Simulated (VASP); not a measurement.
# HfC (rocksalt type): single point with PBE

HfC (rocksalt type):

```
Hf C
1.0
     0.00000    2.26906    2.26906
     2.26906    0.00000    2.26906
     2.26906    2.26906    0.00000
Hf C
1 1
Direct
  0.00000 0.00000 0.00000
  0.50000 0.50000 0.50000
```

```yaml
Program: VASP 6.6.1
Task: single point
Functional: PBE
Potentials_or_basis: VASP PAW PBE potentials, release 64 (Hf_pv, C)
Cutoff: 520 eV
k_mesh: 16 × 16 × 16
Occupations: fermi-dirac, width 0.05 eV
Spin: no spin polarisation
Dipole_correction: no
Further_INCAR_settings: ALGO = Normal; EDIFF = 1e-07; NBANDS = 14
```

```yaml
Pressure: 19.7 GPa
Band_gap_on_the_k_mesh: zero (band 7 reaches 7.57 eV, above the bottom of band 8 at 6.10 eV)
```

Levels at points of the mesh, in eV from the Fermi level:
| k point | band 3 | band 4 | band 5 | band 6 | band 7 | band 8 | band 9 | band 10 | band 11 | band 12 |
| --- | --- | --- | --- | --- | --- | --- | --- | --- | --- | --- |
| (0.00, 0.00, 0.00) | -29.19 | -12.66 | 1.06 | 1.06 | 1.06 | 1.43 | 1.43 | 1.43 | 3.64 | 3.64 |
| (0.50, 0.00, 0.00) | -29.28 | -8.46 | -6.46 | -3.22 | -3.22 | 5.77 | 5.77 | 6.28 | 6.95 | 12.39 |
| (0.50, 0.50, 0.00) | -29.49 | -10.73 | -2.47 | -2.01 | 0.01 | 0.01 | 5.77 | 7.36 | 7.36 | 9.42 |

Wall time 50 s on 1 thread of Intel Xeon 8259CL (shared host), peak memory 0.18 GiB.

Caveat: spin-orbit coupling is left out, which moves the levels of the heavy elements.
